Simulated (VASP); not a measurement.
Wanted: the native input for a VASP 6.6.1 run.

- Task: single point
- Functional: PBE
- Potentials or basis: VASP PAW PBE potentials, release 64 (Mo_sv, Se)
- Cutoff: 520 eV
- k mesh: 12 × 12 × 12
- Occupations: gaussian, width 0.05 eV
- Spin: collinear spin
- Starting moments: [2.0, 0.0] μB
- Hubbard terms: Mo d U = 4.0 eV
- Dipole correction: no
- Further INCAR settings: ALGO = Normal; EDIFF = 1e-07; NBANDS = 21

The structure of MoSe lies in POSCAR:

```
MoSe
1.0
    0.0000000000      2.8392909707      2.8392909707
    2.8392909707      0.0000000000      2.8392909707
    2.8392909707      2.8392909707      0.0000000000
Mo Se
1 1
Direct
    0.0000000000      0.0000000000      0.0000000000
    0.2500000000      0.2500000000      0.2500000000
```

The input as run:

INCAR

```
SYSTEM = MoSe
ALGO     = Normal         ! electronic algorithm
EDIFF    = 1E-7           ! SCF threshold, eV
ENCUT    = 520            ! plane-wave cutoff, eV
GGA      = PE             ! functional
ISIF     = 2              ! what is computed and relaxed
ISMEAR   = 0              ! smearing method
ISPIN    = 2              ! spin polarisation
LASPH    = .True.         ! aspherical terms in the spheres
LCHARG   = .False.        ! write CHGCAR
LDAU     = .True.         ! DFT+U
LDAUJ    = 0 0          
LDAUL    = 2 -1           ! shell
LDAUPRINT= 1            
LDAUTYPE = 2            
LDAUU    = 4 0            ! U, eV
LMAXMIX  = 4              ! l up to which the mixer works
LORBIT   = 11             ! projections on sites
LREAL    = .False.        ! projectors in reciprocal space
LWAVE    = .False.        ! write WAVECAR
MAGMOM   = 2 0            ! initial moments
NBANDS   = 21             ! bands
NELM     = 150            ! most SCF steps
PREC     = Accurate       ! precision mode
SIGMA    = 0.05           ! smearing width, eV
```

KPOINTS

```
k-points
0
Gamma
  12 12 12
  0 0 0
```

Potentials or basis: VASP PAW PBE potentials, release 64 (Mo_sv, Se).

The run is started by

```sh
$ cat potpaw_PBE.64/Mo_sv/POTCAR potpaw_PBE.64/Se/POTCAR > POTCAR
$ mpirun -np 1 vasp_std > vasp.out
```

Results of the run:

The pressure is 13.7 GPa, the net moment is 2.92 μB per cell and the site moments are Mo +2.77; Se -0.12 μB. The valence electrons inside the program's atomic spheres are Mo 12.41; Se 4.02.

Caveat: the cell stands under pressure.

Wall time 76 s on 1 thread of Intel(R) Xeon(R) 6975P-C (Granite Rapids), with other jobs on the host, peak memory 0.25 GiB.
